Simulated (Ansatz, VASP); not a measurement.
**Al in VASP and in Ansatz**

```xyz
1
Lattice="0.0000 1.9910 1.9910 1.9910 0.0000 1.9910 1.9910 1.9910 0.0000" Properties=species:S:1:pos:R:3 pbc="T T T"
Al    0.0000    0.0000    0.0000
```

Alike in both runs: functional PBE; dispersion D3(BJ); k mesh 18 × 18 × 18; occupations gaussian, width 0.1 eV; no spin polarisation.

Ansatz relaxed the structure, and its values are those at the end. VASP's run is a single point on that final structure, the one shown.

```csv
,VASP,Ansatz
version,VASP 6.6.1,Ansatz 0.2.0
potentials or method,"VASP PAW PBE potentials, release 64 (Al), cutoff 500 eV","scalar-relativistic, plane waves, PAW"
valence electrons in the cell,3,3
```

```tsv
	VASP	Ansatz	Ansatz less VASP
gap on the k mesh at the Fermi level (eV)	none	none	-
pressure (GPa)	0.0	0.0	+0.01
```

A gap of «none» marks a metal or a gap that the smearing closes.
